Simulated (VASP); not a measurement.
Ru: single point with PBE

Crystal: Ru.

```xyz
2
Lattice="2.7238 0.0000 0.0000 -1.3619 2.3589 0.0000 0.0000 0.0000 4.2857" Properties=species:S:1:pos:R:3 pbc="T T T"
Ru    0.0000    1.5726    1.0714
Ru    1.3619    0.7863    3.2143
```

```json
{
  "Program": "VASP 6.6.1",
  "Task": "single point",
  "Functional": "PBE",
  "Potentials or basis": "VASP PAW PBE potentials, release 64 (Ru_pv)",
  "Cutoff": "520 eV",
  "k mesh": "22 × 22 × 12",
  "Occupations": "fermi-dirac, width 0.05 eV",
  "Spin": "collinear spin, ferromagnetic start",
  "Starting moments": "[1.0, 1.0] μB"
}
```

```json
{"Pressure": "-0.2 GPa", "Band gap on the k mesh": "zero (filled and empty bands overlap)", "Net moment": "0.00 μB per cell", "Valence electrons inside the program's atomic spheres": "Ru 12.64"}
```

Stress tensor (GPa, compression positive):
```
-0.56  0.00  0.00
 0.00 -0.56  0.00
 0.00  0.00  0.59
```

Levels at points of the mesh, in eV from the Fermi level:
Spin up:
| k point | band 12 | band 13 | band 14 | band 15 | band 16 | band 17 |
| --- | --- | --- | --- | --- | --- | --- |
| (0.00, 0.00, 0.00) | -1.87 | -1.87 | -1.41 | -1.41 | 1.15 | 1.15 |
| (0.50, 0.00, 0.00) | -1.79 | -1.47 | 1.35 | 1.77 | 1.88 | 3.97 |
| (0.00, 0.00, 0.50) | -2.73 | -2.64 | -2.64 | 0.53 | 0.53 | 0.53 |
| (0.50, 0.00, 0.50) | -1.06 | 0.43 | 0.43 | 1.61 | 1.61 | 3.33 |
Spin down:
| k point | band 11 | band 12 | band 13 | band 14 | band 15 | band 16 | band 17 | band 18 |
| --- | --- | --- | --- | --- | --- | --- | --- | --- |
| (0.00, 0.00, 0.00) | -2.32 | -1.87 | -1.87 | -1.41 | -1.41 | 1.15 | 1.15 | 1.34 |
| (0.50, 0.00, 0.00) | -2.01 | -1.79 | -1.47 | 1.35 | 1.77 | 1.88 | 3.97 | 6.00 |
| (0.00, 0.00, 0.50) | -2.73 | -2.73 | -2.64 | -2.64 | 0.53 | 0.53 | 0.53 | 0.53 |
| (0.50, 0.00, 0.50) | -1.06 | -1.06 | 0.43 | 0.43 | 1.61 | 1.61 | 3.33 | 3.33 |

Run time: 2.3 min on 1 thread of Intel(R) Xeon(R) 6975P-C (Granite Rapids), on a shared host, peak memory 0.4 GiB.
